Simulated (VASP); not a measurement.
# Cs (Im-3m) in VASP: notebook

Cs is run at these levels: PBE, r2SCAN; tasks: single point.

All numbers are computed with VASP 6.6.1; they aren't measurements. Logs are shortened: lines on timing, memory, paths and dates and some standing lists are left out, and cuts for length are marked.

**1. The cell of the first run**

The structure is cubic, space group Im-3m (No. 229). The conventional cell has a = 6.067 Å, b = 6.067 Å, c = 6.067 Å, α = 90.00°, β = 90.00°, γ = 90.00°.

**2. Single point, PBE**

INCAR reads:

```
  PREC = Accurate
  ENCUT = 520
  EDIFF = 1E-6
  ISMEAR = 0
  SIGMA = 0.05
  LREAL = F
  LASPH = T
  NELM = 80
  ALGO = Normal
  ISIF = 2
  LWAVE = F
  LCHARG = F
  GGA = PE
  NBANDS = 10
```

KPOINTS reads:

```
regular mesh
0
Gamma
  6 6 6
```

POSCAR reads:

```
Cs
1.0
   -3.0335000000      3.0335000000      3.0335000000
    3.0335000000     -3.0335000000      3.0335000000
    3.0335000000      3.0335000000     -3.0335000000
Cs
1
Direct
    0.0000000000      0.0000000000      0.0000000000
```

Potentials or basis: VASP PAW PBE potentials, release 64 (Cs_sv).

Command:

```bash
$ cat potpaw_PBE.64/Cs_sv/POTCAR > POTCAR
$ mpirun -np 1 vasp_std > vasp.out
```

OUTCAR:

```text
PREC = Accurate
   ENCUT = 520
   EDIFF = 1E-6
   ISMEAR = 0
   LREAL = F
   LASPH = T
   NELM = 80
   ISIF = 2
   GGA = PE

 ion  position               nearest neighbor table
   1  0.000  0.000  0.000-

  LATTYP: Found a body centered cubic cell.
 ALAT       =     6.0670000000

  Lattice vectors:

 A1 = (  -3.0335000000,   3.0335000000,   3.0335000000)
 A2 = (   3.0335000000,  -3.0335000000,   3.0335000000)
 A3 = (   3.0335000000,   3.0335000000,  -3.0335000000)

Analysis of symmetry for initial positions (statically):
=====================================================================
 Subroutine PRICEL returns:
 Original cell was already a primitive cell.

 Routine SETGRP: Setting up the symmetry group for a
 body centered cubic supercell.

 Subroutine GETGRP returns: Found 48 space group operations
 (whereof 48 operations were pure point group operations)
 out of a pool of 48 trial point group operations.

The static configuration has the point symmetry O_h .

Analysis of symmetry for dynamics (positions and initial velocities):
=====================================================================
 Subroutine PRICEL returns:
 Original cell was already a primitive cell.

 Routine SETGRP: Setting up the symmetry group for a
 body centered cubic supercell.

 Subroutine GETGRP returns: Found 48 space group operations
 (whereof 48 operations were pure point group operations)
 out of a pool of 48 trial point group operations.

The dynamic configuration has the point symmetry O_h .

 Subroutine INISYM returns: Found 48 space group operations
 (whereof 48 operations are pure point group operations),
 and found     1 'primitive' translations

----------------------------------------------------------------------------------------

                                     Primitive cell

  volume of cell :     111.6586

  direct lattice vectors                    reciprocal lattice vectors
    -3.033500000  3.033500000  3.033500000     0.000000000  0.164826108  0.164826108
     3.033500000 -3.033500000  3.033500000     0.164826108  0.000000000  0.164826108
     3.033500000  3.033500000 -3.033500000     0.164826108  0.164826108  0.000000000

  length of vectors
     5.254176125  5.254176125  5.254176125     0.233099318  0.233099318  0.233099318

  position of ions in fractional coordinates (direct lattice)
     0.000000000  0.000000000  0.000000000

  ion indices of the primitive-cell ions
   primitive index   ion index
                 1           1

----------------------------------------------------------------------------------------

 KPOINTS: regular mesh

Automatic generation of k-mesh.
 Grid dimensions read from file:
 generate k-points for:    6    6    6

 Generating k-lattice:

  Cartesian coordinates                     Fractional coordinates (reciprocal lattice)
     0.000000000  0.027471018  0.027471018     0.166666667  0.000000000  0.000000000
     0.027471018  0.000000000  0.027471018     0.000000000  0.166666667  0.000000000
     0.027471018  0.027471018  0.000000000     0.000000000  0.000000000  0.166666667

  Length of vectors
     0.038849886  0.038849886  0.038849886

  Shift w.r.t. Gamma in fractional coordinates (k-lattice)
     0.000000000  0.000000000  0.000000000

 Subroutine IBZKPT returns following result:
 ===========================================

 Found     16 irreducible k-points:

 Following reciprocal coordinates:
            Coordinates               Weight
  0.000000  0.000000  0.000000      1.000000
  0.166667  0.000000  0.000000     12.000000
  0.333333  0.000000  0.000000     12.000000
  0.500000  0.000000  0.000000      6.000000
  0.166667  0.166667  0.000000     24.000000
  0.333333  0.166667  0.000000     48.000000
[... 8 lines left out ...]
  0.500000  0.500000  0.333333     12.000000
  0.500000  0.500000  0.500000      1.000000
   k-points           NKPTS =     16   k-points in BZ     NKDIM =     16   number of bands    NBANDS=     10
   number of dos      NEDOS =    301   number of ions     NIONS =      1
   total plane-waves  NPLWV =  64000
   dimension x,y,z NGX =    40 NGY =   40 NGZ =   40
   dimension x,y,z NGXF=    80 NGYF=   80 NGZF=   80
   ions per type =               1
   NGX,Y,Z   is equivalent  to a cutoff of  12.66, 12.66, 12.66 a.u.
   NGXF,Y,Z  is equivalent  to a cutoff of  25.31, 25.31, 25.31 a.u.
 SYSTEM =  unknown system
   PREC   = accura    normal or accurate (medium, high low for compatibility)
   ISTART =      0    job   : 0-new  1-cont  2-samecut
   ICHARG =      2    charge: 1-file 2-atom 10-const
   ISPIN  =      1    spin polarized calculation?
   LNONCOLLINEAR =      F non collinear calculations
   LSORBIT =      F    spin-orbit coupling
   LASPH  =      T    aspherical Exc in radial PAW
   ENCUT  =  520.0 eV  38.22 Ry    6.18 a.u.   9.77  9.77  9.77*2*pi/ulx,y,z
   NELM   =     80;   NELMIN=  2; NELMDL= -5     # of ELM steps
   EDIFF  = 0.1E-05   stopping-criterion for ELM
   LREAL  =      F    real-space projection
   EDIFFG = 0.1E-04   stopping-criterion for IOM
   NSW    =      0    number of steps for IOM
   IBRION =     -1    ionic relax: 0-MD 1-quasi-New 2-CG
   NFREE  =      0    steps in history (QN), initial steepest desc. (CG)
   ISIF   =      2    stress and relaxation
   ISYM   =      2    0-nonsym 1-usesym 2-fastsym
   POTIM  = 0.5000    time-step for ionic-motion
   TEBEG  =    0.0;   TEEND  =   0.0 temperature during run
   PSTRESS=    0.0 pullay stress
   NELECT =       9.0000    total number of electrons
   NUPDOWN=      -1.0000    fix difference up-down
   EMIN   =  10.00;   EMAX   =-10.00  energy-range for DOS
   EFERMI =   0.00;   METHOD = LEGACY
   ISMEAR =     0;   SIGMA  =   0.05  broadening in eV -4-tet -1-fermi 0-gaus
   EFERMI_NEDOS =   21; number of points for ismear=-14 and -15
   IALGO  =     38    algorithm
   IMIX   =      4    mixing-type and parameters
     AMIX     =   0.40;   BMIX     =  1.00
     AMIX_MAG =   1.60;   BMIX_MAG =  1.00
  volume/ion in A,a.u.               =     111.66       753.51
  Fermi-wavevector in a.u.,A,eV,Ry     =   0.707172  1.336361  6.804166  0.500092
  Thomas-Fermi vector in A             =   1.793149
   LORBIT       =      0    0 simple, 1 ext, 2 COOP (PROOUT), +10 PAW based schemes
   GGA     = PE    functional components
   LHFCALC =     F    Hartree Fock is set to
   AEXX    =    0.0000 exact exchange contribution
   IVDW    =     0    specifies the selected vdW correction
   LEPSILON=     F    determine dielectric tensor
   LRPA    =     F    only Hartree local field effects (RPA)
 non-spin polarized calculation
 Gauss-broadening in eV      SIGMA  =   0.05
  energy-cutoff  :      520.00
  volume of cell :      111.66
 maximum number of plane-waves:      3043
   NGX = 19   NGY = 19   NGZ = 19

 number of electron       8.9999999 magnetization

 Free energy of the ion-electron system (eV)
  ---------------------------------------------------
  ext. energy  EPLUGINS =         0.00000000
  ---------------------------------------------------
  free energy    TOTEN  =        -0.83502614 eV

  energy without entropy =       -0.82824743  energy(sigma->0) =       -0.83163679

 E-fermi :   0.5452     XC(G=0):  -5.4813

 val. band max:        0.4269165437   @ k =   0.1667   0.1667   0.1667
 cond. band min:       0.5524925657   @ k =   0.5000   0.0000   0.0000
 fundamental gap:      0.1255760221
 Fermi energy:         0.5452207743

 k-point     1 :       0.0000    0.0000    0.0000
  band No.  band energies     occupation
      1     -23.3117      2.00000
      2     -10.0502      2.00000
      3     -10.0502      2.00000
      4     -10.0502      2.00000
      5      -1.1792      2.00000
      6       3.0392      0.00000
      7       3.0392      0.00000
      8       3.0392      0.00000
      9       3.9194      0.00000
     10       3.9194      0.00000

 k-point     2 :       0.1667    0.0000    0.0000
  band No.  band energies     occupation
      1     -23.3098      2.00000
      2     -10.0894      2.00000
      3     -10.0629      2.00000
      4     -10.0503      2.00000
      5      -0.8700      2.00000
      6       2.6794      0.00000
      7       2.7475      0.00000
      8       3.3550      0.00000
      9       3.6888      0.00000
     10       3.8860      0.00000

 k-point     3 :       0.3333    0.0000    0.0000
  band No.  band energies     occupation
      1     -23.3059      2.00000
      2     -10.1652      2.00000
      3     -10.0879      2.00000
      4     -10.0504      2.00000
      5      -0.0820      2.00000
      6       1.8867      0.00000
      7       2.3324      0.00000
      8       3.8543      0.00000
      9       4.0297      0.00000
     10       4.2599      0.00000

 k-point     4 :       0.5000    0.0000    0.0000
  band No.  band energies     occupation
      1     -23.3040      2.00000
      2     -10.2019      2.00000
      3     -10.1003      2.00000
      4     -10.0505      2.00000
      5       0.5525      0.83704
      6       1.4337      0.00000
      7       2.1694      0.00000
      8       3.7664      0.00000
      9       4.3834      0.00000
     10       4.9242      0.00000
[... 118 lines left out ...]
 k-point    14 :      -0.3333    0.3333    0.3333
  band No.  band energies     occupation
      1     -23.3011      2.00000
      2     -10.1503      2.00000
      3     -10.1299      2.00000
      4     -10.1299      2.00000
      5       0.7634      0.00000
      6       1.5618      0.00000
      7       2.9873      0.00000
      8       2.9873      0.00000
      9       3.2673      0.00000
     10       4.3153      0.00000

 k-point    15 :       0.5000    0.5000    0.3333
  band No.  band energies     occupation
      1     -23.2994      2.00000
      2     -10.1690      2.00000
      3     -10.1437      2.00000
      4     -10.1317      2.00000
      5       1.2127      0.00000
      6       1.2380      0.00000
      7       2.6954      0.00000
      8       3.1042      0.00000
      9       3.8245      0.00000
     10       5.1253      0.00000

 k-point    16 :       0.5000    0.5000    0.5000
  band No.  band energies     occupation
      1     -23.2979      2.00000
      2     -10.1579      2.00000
      3     -10.1579      2.00000
      4     -10.1579      2.00000
      5       1.1518      0.00000
      6       1.1518      0.00000
      7       3.6178      0.00000
      8       3.6178      0.00000
      9       3.6178      0.00000
     10       5.0368      0.00000

------------------------ aborting loop because EDIFF is reached ----------------------------------------

  FORCE on cell =-STRESS in cart. coord.  units (eV):
  Direction    XX          YY          ZZ          XY          YZ          ZX
  --------------------------------------------------------------------------------------
  -------------------------------------------------------------------------------------
  Total        0.0705887      0.0705887      0.0705887      0.0000000      0.0000000      0.0000000
  in kB        1.0128702      1.0128702      1.0128702      0.0000000      0.0000000      0.0000000
  external PRESSURE =       1.0128702 kB  Pullay stress =       0.0000000 kB

 VOLUME and BASIS-vectors are now :
 -----------------------------------------------------------------------------
  energy-cutoff  :      520.00
  volume of cell :      111.66
      direct lattice vectors                 reciprocal lattice vectors
    -3.033500000  3.033500000  3.033500000     0.000000000  0.164826108  0.164826108
     3.033500000 -3.033500000  3.033500000     0.164826108  0.000000000  0.164826108
     3.033500000  3.033500000 -3.033500000     0.164826108  0.164826108  0.000000000

 POSITION                                       TOTAL-FORCE (eV/Angst)
 -----------------------------------------------------------------------------------
      0.00000      0.00000      0.00000         0.000000      0.000000      0.000000
 -----------------------------------------------------------------------------------
    total drift:                               -0.000000      0.000000     -0.000000

  FREE ENERGIE OF THE ION-ELECTRON SYSTEM (eV)
  ---------------------------------------------------
  free  energy   TOTEN  =        -0.8350261412 eV

  energy  without entropy=       -0.8282474320  energy(sigma->0) =       -0.83163679
```

Run time: 6.2 s. Hardware: 1 thread of Intel Xeon 6975P-C (Granite Rapids), shared host; peak memory 0.23 GiB.

Results:

| Property | Result |
| --- | --- |
| Free energy | -0.8350 eV |
| Pressure | 0.1 GPa |
| Band gap on the k mesh | zero (an odd number of electrons rules out a gap without spin polarisation) |

Levels at points of the mesh, in eV from the Fermi level:
| k point | band 1 | band 2 | band 3 | band 4 | band 5 | band 6 | band 7 | band 8 | band 9 |
| --- | --- | --- | --- | --- | --- | --- | --- | --- | --- |
| (0.00, 0.00, 0.00) | -23.86 | -10.60 | -10.60 | -10.60 | -1.72 | 2.49 | 2.49 | 2.49 | 3.37 |
| (0.50, 0.00, 0.00) | -23.85 | -10.75 | -10.65 | -10.60 | 0.01 | 0.89 | 1.62 | 3.22 | 3.84 |
| (0.50, 0.50, 0.50) | -23.84 | -10.70 | -10.70 | -10.70 | 0.61 | 0.61 | 3.07 | 3.07 | 3.07 |

Caveat: spin-orbit coupling is left out, which moves the levels of the heavy elements.

**3. Single point, PBE (112.11 Å³/atom)**

This run uses another cell than the first one, of 112.11 Å³/atom.

INCAR reads:

```
SYSTEM = Cs
PREC = Accurate
ENCUT = 520
EDIFF = 1E-7
ISMEAR = 0
SIGMA = 0.05
LREAL = .False.
LASPH = .True.
NELM = 80
ALGO = Fast
ISIF = 2
LWAVE = .False.
LCHARG = .False.
GGA = PE
NBANDS = 10
```

KPOINTS reads:

```
regular mesh
0
Gamma
  6 6 6
  0 0 0
```

POSCAR reads:

```
Cs
1.0
   -3.0375392857      3.0375392857      3.0375392857
    3.0375392857     -3.0375392857      3.0375392857
    3.0375392857      3.0375392857     -3.0375392857
Cs
1
Direct
    0.0000000000      0.0000000000      0.0000000000
```

Potentials or basis: VASP PAW PBE potentials, release 64 (Cs_sv).

Command:

```bash
$ cat potpaw_PBE.64/Cs_sv/POTCAR > POTCAR
$ mpirun -np 1 vasp_std > vasp.out
```

Wall time 8.5 s (1 thread of Intel Xeon 6975P-C (Granite Rapids), shared host); peak memory 0.22 GiB.

The run converged. Its results:

- Free energy: -0.8353 eV
- Pressure: 0.1 GPa
- Band gap on the k mesh: zero (an odd number of electrons rules out a gap without spin polarisation)

Levels at points of the mesh, in eV from the Fermi level:
| k point | band 2 | band 3 | band 4 | band 5 | band 6 | band 7 |
| --- | --- | --- | --- | --- | --- | --- |
| (0.00, 0.00, 0.00) | -10.60 | -10.60 | -10.60 | -1.72 | 2.49 | 2.49 |
| (0.50, 0.00, 0.00) | -10.75 | -10.65 | -10.60 | 0.01 | 0.88 | 1.62 |
| (0.50, 0.50, 0.50) | -10.70 | -10.70 | -10.70 | 0.61 | 0.61 | 3.06 |

Caveat: spin-orbit coupling is left out, which moves the levels of the heavy elements.

**4. Single point, PBE (117.98 Å³/atom)**

This run uses another cell than the first one, of 117.98 Å³/atom.

INCAR reads:

```
PREC     = Accurate       # precision mode
ENCUT    = 520            # plane-wave cutoff, eV
EDIFF    = 1E-7           # SCF threshold, eV
ISMEAR   = 0              # smearing method
SIGMA    = 0.05           # smearing width, eV
LREAL    = False          # projectors in reciprocal space
LASPH    = True           # aspherical terms in the spheres
NELM     = 80             # most SCF steps
ALGO     = Normal         # electronic algorithm
ISIF     = 2              # what is computed and relaxed
LWAVE    = False          # write WAVECAR
LCHARG   = True           # write CHGCAR
GGA      = PE             # functional
LELF     = True           # ELF
LVHAR    = True         
NBANDS   = 10             # bands
```

KPOINTS reads:

```
regular mesh
0
Gamma
  6 6 6
```

POSCAR reads:

```
Cs
1.0
   -3.0897096269      3.0897096269      3.0897096269
    3.0897096269     -3.0897096269      3.0897096269
    3.0897096269      3.0897096269     -3.0897096269
Cs
1
Direct
    0.0000000000      0.0000000000      0.0000000000
```

Command:

```bash
$ cat potpaw_PBE.64/Cs_sv/POTCAR > POTCAR
$ mpirun -np 1 vasp_std > vasp.out
```

It took 7.3 s on 1 thread of Intel Xeon 6975P-C (Granite Rapids), shared host; peak memory 0.23 GiB.

It converged, with:

- Free energy: -0.8370 eV
- Pressure: 0.0 GPa
- Band gap on the k mesh: zero (an odd number of electrons rules out a gap without spin polarisation)

Levels at points of the mesh, in eV from the Fermi level:
| k point | band 1 | band 2 | band 3 | band 4 | band 5 | band 6 | band 7 | band 8 |
| --- | --- | --- | --- | --- | --- | --- | --- | --- |
| (0.00, 0.00, 0.00) | -23.89 | -10.64 | -10.64 | -10.64 | -1.67 | 2.46 | 2.46 | 2.46 |
| (0.50, 0.00, 0.00) | -23.88 | -10.76 | -10.68 | -10.64 | 0.03 | 0.83 | 1.63 | 3.13 |
| (0.50, 0.50, 0.50) | -23.88 | -10.73 | -10.73 | -10.73 | 0.65 | 0.65 | 2.93 | 2.93 |

Caveat: spin-orbit coupling is left out, which moves the levels of the heavy elements.

**5. Single point, r2SCAN (104.24 Å³/atom)**

This run uses another cell than the first one, of 104.24 Å³/atom.

POSCAR reads:

```
Cs
1.0
   -2.9647812493      2.9647812493      2.9647812493
    2.9647812493     -2.9647812493      2.9647812493
    2.9647812493      2.9647812493     -2.9647812493
Cs
1
Direct
    0.0000000000      0.0000000000      0.0000000000
```

INCAR.step1 reads:

```
ALGO     = Normal         # electronic algorithm
EDIFF    = 1E-4           # SCF threshold, eV
ENCUT    = 520            # plane-wave cutoff, eV
GGA      = PE             # functional
ISMEAR   = 0              # smearing method
LASPH    = True           # aspherical terms in the spheres
LCHARG   = False          # write CHGCAR
LREAL    = False          # projectors in reciprocal space
LWAVE    = True           # write WAVECAR
NBANDS   = 10             # bands
NELM     = 60             # most SCF steps
PREC     = Accurate       # precision mode
SIGMA    = 0.05           # smearing width, eV
```

INCAR.step2 reads:

```
ALGO     = Normal         # electronic algorithm
EDIFF    = 1E-6           # SCF threshold, eV
ENCUT    = 520            # plane-wave cutoff, eV
ISIF     = 2              # what is computed and relaxed
ISMEAR   = 0              # smearing method
ISTART   = 1            
LASPH    = True           # aspherical terms in the spheres
LCHARG   = False          # write CHGCAR
LMIXTAU  = True         
LREAL    = False          # projectors in reciprocal space
LWAVE    = False          # write WAVECAR
METAGGA  = R2SCAN         # meta-GGA
NBANDS   = 10             # bands
NELM     = 60             # most SCF steps
PREC     = Accurate       # precision mode
SIGMA    = 0.05           # smearing width, eV
```

KPOINTS reads:

```
k-points
0
Gamma
  10 10 10
```

Command:

```bash
$ cat potpaw_PBE.64/Cs_sv/POTCAR > POTCAR
$ cp INCAR.step1 INCAR
$ mpirun -np 1 vasp_std > vasp.out
$ cp INCAR.step2 INCAR
$ mpirun -np 1 vasp_std > vasp.out
```

Run time: 97 s. Hardware: 1 thread of Intel Xeon 6975P-C (Granite Rapids), shared host; peak memory 0.26 GiB.

Results (log left out):

* Free energy: -24.9930 eV
* Pressure: 0.4 GPa
* Band gap on the k mesh: zero (an odd number of electrons rules out a gap without spin polarisation)

Levels at points of the mesh, in eV from the Fermi level:
| k point | band 1 | band 2 | band 3 | band 4 | band 5 | band 6 | band 7 | band 8 |
| --- | --- | --- | --- | --- | --- | --- | --- | --- |
| (0.00, 0.00, 0.00) | -24.78 | -11.13 | -11.13 | -11.13 | -1.90 | 2.83 | 2.83 | 2.83 |
| (0.50, 0.00, 0.00) | -24.77 | -11.32 | -11.19 | -11.13 | 0.02 | 0.90 | 1.80 | 3.71 |
| (0.50, 0.50, 0.50) | -24.76 | -11.26 | -11.26 | -11.26 | 0.51 | 0.51 | 3.52 | 3.52 |

Caveat: the PAW data sets were made with another functional, which shifts forces and pressure a little; spin-orbit coupling is left out, which moves the levels of the heavy elements.

**6. Summary**

| level | cell | k mesh | gap on the mesh (eV) | pressure (GPa) |
| --- | --- | --- | --- | --- |
| PBE | a = 5.254 Å, angles 109.5°, 1 atom | 6 × 6 × 6 | none | 0.1 |
| PBE | a = 5.261 Å, angles 109.5°, 1 atom | 6 × 6 × 6 | none | 0.1 |
| PBE | a = 5.352 Å, angles 109.5°, 1 atom | 6 × 6 × 6 | none | 0.0 |
| r2SCAN | a = 5.135 Å, angles 109.5°, 1 atom | 10 × 10 × 10 | none | 0.4 |

Alike in all rows: task single point; potentials or basis VASP PAW PBE potentials, release 64 (Cs_sv); no spin polarisation; cutoff (eV) 520; smearing gaussian 0.05 eV.

Caveats: spin-orbit coupling is left out, which moves the levels of the heavy elements; the PAW data sets were made with another functional, which shifts forces and pressure a little (at least some runs).

Total energies depend on the potentials used, so only differences within one code and one set of settings carry meaning.
